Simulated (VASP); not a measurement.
# ZrOs (Pm-3m) in VASP: notebook, part 2 of 2

VASP 6.6.1.

**3. Relaxation of cell and atoms, LDA**

This run uses another cell than the first one, of 17.68 Å³/atom, 1.053 times its volume.

The input, INCAR:

```
PREC = Accurate
ENCUT = 600
EDIFF = 1E-7
ISMEAR = 0
SIGMA = 0.1
LREAL = False
LASPH = True
NELM = 100
ALGO = Normal
ISIF = 3
LWAVE = False
LCHARG = False
GGA = CA
IBRION = 2
NSW = 70
EDIFFG = -0.005
```

The input, KPOINTS:

```
regular mesh
0
Gamma
  14 14 14
```

The input, POSCAR:

```
ZrOs
1.0
    3.2822303335      0.0000000000      0.0000000000
    0.0000000000      3.2822303335      0.0000000000
    0.0000000000      0.0000000000      3.2822303335
Zr Os
1 1
Direct
    0.5000000000      0.5000000000      0.5000000000
    0.0000000000      0.0000000000      0.0000000000
```

Potentials or basis: VASP PAW LDA potentials, release 64 (Zr_sv, Os).

The run is started by

```console
$ cat potpaw_LDA.64/Zr_sv/POTCAR potpaw_LDA.64/Os/POTCAR > POTCAR
$ mpirun -np 1 vasp_std > vasp.out
```

OUTCAR:

```text
PREC = Accurate
   ENCUT = 600
   EDIFF = 1E-7
   ISMEAR = 0
   LREAL = False
   LASPH = True
   NELM = 100
   ISIF = 3
   GGA = CA
   IBRION = 2
   NSW = 70
   EDIFFG = -0.005

 ion  position               nearest neighbor table
   1  0.500  0.500  0.500-   2 2.84   2 2.84   2 2.84   2 2.84   2 2.84   2 2.84   2 2.84   2 2.84

   2  0.000  0.000  0.000-   1 2.84   1 2.84   1 2.84   1 2.84   1 2.84   1 2.84   1 2.84   1 2.84

  LATTYP: Found a simple cubic cell.
 ALAT       =     3.2822303335

  Lattice vectors:

 A1 = (   3.2822303335,   0.0000000000,   0.0000000000)
 A2 = (   0.0000000000,   3.2822303335,   0.0000000000)
 A3 = (   0.0000000000,   0.0000000000,   3.2822303335)

Analysis of symmetry for initial positions (statically):
=====================================================================
 Subroutine PRICEL returns:
 Original cell was already a primitive cell.

 Routine SETGRP: Setting up the symmetry group for a
 simple cubic supercell.

 Subroutine GETGRP returns: Found 48 space group operations
 (whereof 48 operations were pure point group operations)
 out of a pool of 48 trial point group operations.

The static configuration has the point symmetry O_h .

Analysis of symmetry for dynamics (positions and initial velocities):
=====================================================================
 Subroutine PRICEL returns:
 Original cell was already a primitive cell.

 Routine SETGRP: Setting up the symmetry group for a
 simple cubic supercell.

 Subroutine GETGRP returns: Found 48 space group operations
 (whereof 48 operations were pure point group operations)
 out of a pool of 48 trial point group operations.

The dynamic configuration has the point symmetry O_h .

 Subroutine INISYM returns: Found 48 space group operations
 (whereof 48 operations are pure point group operations),
 and found     1 'primitive' translations

----------------------------------------------------------------------------------------

                                     Primitive cell

  volume of cell :      35.3596

  direct lattice vectors                    reciprocal lattice vectors
     3.282230333  0.000000000  0.000000000     0.304670879  0.000000000  0.000000000
     0.000000000  3.282230333  0.000000000     0.000000000  0.304670879  0.000000000
[... 105 lines left out ...]
     AMIX_MAG =   1.60;   BMIX_MAG =  1.00
  volume/ion in A,a.u.               =      17.68       119.31
  Fermi-wavevector in a.u.,A,eV,Ry     =   1.353887  2.558476 24.939618  1.833010
  Thomas-Fermi vector in A             =   2.481105
   LORBIT       =      0    0 simple, 1 ext, 2 COOP (PROOUT), +10 PAW based schemes
   GGA     = CA    functional components
   LHFCALC =     F    Hartree Fock is set to
   AEXX    =    0.0000 exact exchange contribution
   IVDW    =     0    specifies the selected vdW correction
   LEPSILON=     F    determine dielectric tensor
   LRPA    =     F    only Hartree local field effects (RPA)
 conjugate gradient relaxation of ions
 non-spin polarized calculation
 Gauss-broadening in eV      SIGMA  =   0.10
  energy-cutoff  :      600.00
  volume of cell :       35.36
 maximum number of plane-waves:      1208
 NGX is ok and might be reduce to    28
   NGX = 13   NGY = 13   NGZ = 13

--------------------------------------- Ionic step        1  -------------------------------------------

 number of electron      20.0000000 magnetization

 Free energy of the ion-electron system (eV)
  ---------------------------------------------------
  ext. energy  EPLUGINS =         0.00000000
  ---------------------------------------------------
  free energy    TOTEN  =       -23.02175886 eV

  energy without entropy =      -23.02046945  energy(sigma->0) =      -23.02111416

 E-fermi :   9.4381     XC(G=0): -12.7382

 val. band max:        9.4216325283   @ k =   0.5000   0.1429   0.0000
 cond. band min:       9.4851265801   @ k =   0.4286   0.1429   0.0000
 fundamental gap:      0.0634940517
 Fermi energy:         9.4380946451

 k-point     1 :       0.0000    0.0000    0.0000
  band No.  band energies     occupation
      1     -39.0829      2.00000
      2     -17.0917      2.00000
      3     -17.0917      2.00000
      4     -17.0917      2.00000
      5       1.6079      2.00000
      6       4.3930      2.00000
      7       4.3930      2.00000
      8       7.8964      2.00000
      9       7.8964      2.00000
     10       7.8964      2.00000
     11      11.5114      0.00000
     12      11.5114      0.00000
     13      14.5200      0.00000
     14      14.5200      0.00000
[... 606 lines left out ...]
--------------------------------------- Ionic step        7  -------------------------------------------

 number of electron      20.0000000 magnetization

 Free energy of the ion-electron system (eV)
  ---------------------------------------------------
  ext. energy  EPLUGINS =         0.00000000
  ---------------------------------------------------
  free energy    TOTEN  =       -23.08022843 eV

  energy without entropy =      -23.07818041  energy(sigma->0) =      -23.07920442

 E-fermi :  10.0493     XC(G=0): -12.9936

 val. band max:       10.0119607166   @ k =   0.4286   0.4286   0.0000
 cond. band min:      10.0737562630   @ k =   0.4286   0.1429   0.0000
 fundamental gap:      0.0617955463
 Fermi energy:        10.0493224905

 k-point     1 :       0.0000    0.0000    0.0000
  band No.  band energies     occupation
      1     -38.3201      2.00000
      2     -16.3216      2.00000
      3     -16.3216      2.00000
      4     -16.3216      2.00000
      5       2.0522      2.00000
      6       4.6836      2.00000
      7       4.6836      2.00000
      8       8.4445      2.00000
      9       8.4445      2.00000
     10       8.4445      2.00000
     11      12.2637      0.00000
     12      12.2637      0.00000
     13      15.4858      0.00000
     14      15.4858      0.00000
[... 420 lines left out ...]
  FREE ENERGIE OF THE ION-ELECTRON SYSTEM (eV)
  ---------------------------------------------------
  free  energy   TOTEN  =       -23.0802284311 eV

  energy  without entropy=      -23.0781804087  energy(sigma->0) =      -23.07920442

 reached required accuracy - stopping structural energy minimisation
```

It took 4 min on 1 thread of Intel Xeon Platinum 8488C (Sapphire Rapids), shared host; peak memory 0.22 GiB.

What came out:

| Item | Value |
| --- | --- |
| Free energy | -23.0802 eV |
| Relaxed volume | 16.83 Å³/atom |
| Relaxed cell | a = 3.229 Å, b = 3.229 Å, c = 3.229 Å, α = 90.00°, β = 90.00°, γ = 90.00° |
| Space group after relaxing (to 0.05 Å) | Pm-3m (No. 221) |
| Energy gained by relaxing | 29.2 meV/atom |
| Ionic steps | 7 |
| Pressure after relaxing | 0.0 GPa |
| Band gap on the k mesh | zero (band 10 reaches 10.72 eV, above the bottom of band 11 at 9.29 eV) |

The path:
| step | energy change (eV) | largest force (eV/Å) | pressure (GPa) | volume (Å³) |
| --- | --- | --- | --- | --- |
| 1 | 0.0000 | 0.0000 | -10.62 | 35.36 |
| 2 | 0.3722 | 0.0000 | 38.70 | 29.70 |
| 3 | -0.0583 | 0.0000 | -0.53 | 33.74 |
| 4 | -0.0585 | 0.0000 | -0.07 | 33.68 |
| 5 | -0.0585 | 0.0000 | 0.16 | 33.64 |
| 6 | -0.0584 | 0.0000 | -0.33 | 33.71 |
| 7 | -0.0585 | 0.0000 | 0.00 | 33.67 |

Final structure:
```
Zr Os
1.0
     3.22901    0.00000    0.00000
     0.00000    3.22901    0.00000
     0.00000    0.00000    3.22901
Zr Os
1 1
Direct
  0.50000 0.50000 0.50000
  0.00000 0.00000 0.00000
```

Levels at points of the mesh, in eV from the Fermi level:
```tsv
k point	band 7	band 8	band 9	band 10	band 11	band 12	band 13	band 14
(0.00, 0.00, 0.00)	-5.37	-1.60	-1.60	-1.60	2.21	2.21	5.44	5.44
(0.50, 0.00, 0.00)	-3.47	-1.66	-1.66	-1.19	-0.66	1.03	1.03	1.15
(0.50, 0.50, 0.00)	-3.40	-3.40	0.55	0.65	1.46	1.46	2.92	5.26
(0.50, 0.50, 0.50)	-2.86	-2.15	-2.15	-2.15	0.65	0.65	4.16	5.45
```

Caveat: spin-orbit coupling is left out, which moves the levels of the heavy elements.
